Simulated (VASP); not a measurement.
A run of VASP 6.6.1:

The input INCAR:

```
  PREC = Accurate
  ENCUT = 520
  EDIFF = 1E-7
  ISMEAR = 0
  SIGMA = 0.02
  LREAL = F
  LASPH = T
  NELM = 60
  ALGO = Normal
  ISIF = 2
  LWAVE = F
  LCHARG = F
  LDIPOL = T
  IDIPOL = 3
  DIPOL = 0.5 0.5 0.500
  GGA = PE
  IVDW = 12
  NBANDS = 28
```

The input KPOINTS:

```
Automatic mesh
0
Gamma
  6 6 1
```

Contents of POSCAR:

```
PbO
1.0
    3.9050000000      0.0000000000      0.0000000000
    0.0000000000      3.9050000000      0.0000000000
    0.0000000000      0.0000000000     30.7493267952
Pb O
2 2
Direct
    0.5000000000      0.0000000000      0.4634788752
    0.0000000000      0.5000000000      0.5365211248
    0.0000000000      0.0000000000      0.5000000000
    0.5000000000      0.5000000000      0.5000000000
```

Potentials or basis: VASP PAW PBE potentials, release 64 (Pb_d, O).

Command:

```console
$ cat potpaw_PBE.64/Pb_d/POTCAR potpaw_PBE.64/O/POTCAR > POTCAR
$ mpirun -np 1 vasp_std > vasp.out
```

Hardware: 1 thread of Intel(R) Xeon(R) Platinum 8488C (Sapphire Rapids), with other jobs on the host.

**Question.** Estimate the wall time of this run.

**Answer.** Wall time 4.7 min on 1 thread of Intel(R) Xeon(R) Platinum 8488C (Sapphire Rapids), with other jobs on the host, peak memory 0.54 GiB. Counts: scf iterations 26, k points 10.
